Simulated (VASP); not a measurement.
Here is a VASP 6.6.1 calculation.

Contents of INCAR:

```
SYSTEM = Si3S2
PREC = Accurate
ENCUT = 520
EDIFF = 1E-7
ISMEAR = 0
SIGMA = 0.1
LREAL = .False.
LASPH = .True.
NELM = 100
ALGO = Normal
ISIF = 2
LWAVE = .False.
LCHARG = .False.
GGA = PE
NBANDS = 35
```

KPOINTS

```
Automatic mesh
0
Gamma
  4 4 4
  0 0 0
```

File POSCAR:

```
Si3S2
1.0
   -3.6629120700      3.6629120700      3.6629120700
    3.6629120700     -3.6629120700      3.6629120700
    3.6629120700      3.6629120700     -3.6629120700
Si S
6 4
Direct
    0.0000000000      0.2318336200      0.2318336200
    0.0000000000      0.7681663800      0.7681663800
    0.2318336200      0.0000000000      0.2318336200
    0.7681663800      0.0000000000      0.7681663800
    0.2318336200      0.2318336200      0.0000000000
    0.7681663800      0.7681663800      0.0000000000
    0.0000000000      0.0000000000      0.0000000000
    0.0000000000      0.5000000000      0.5000000000
    0.5000000000      0.0000000000      0.5000000000
    0.5000000000      0.5000000000      0.0000000000
```

Potentials or basis: VASP PAW PBE potentials, release 64 (Si, S).

Command:

```bash
$ cat potpaw_PBE.64/Si/POTCAR potpaw_PBE.64/S/POTCAR > POTCAR
$ mpirun -np 1 vasp_std > vasp.out
```

Problem. Estimate the pressure.

Solution. 68.1 GPa.

Problem. What does it give for the largest force?

Solution. 15.335 eV/Å.

Problem. Predict the band gap on the k mesh.

Solution. Zero (bands 24 and 25 overlap by 2.49 eV).

Forces in eV/Å, atoms in the order of the input:
```
Si   15.335   0.000   0.000
Si  -15.335   0.000   0.000
Si    0.000  15.335   0.000
Si    0.000 -15.335   0.000
Si    0.000   0.000  15.335
Si    0.000   0.000 -15.335
S     0.000   0.000   0.000
S     0.000   0.000   0.000
S     0.000   0.000   0.000
S     0.000   0.000   0.000
```

Caveat: the cell stands under pressure; forces of over 1 eV/Å act on the atoms, so gaps and moduli don't describe the material at rest.
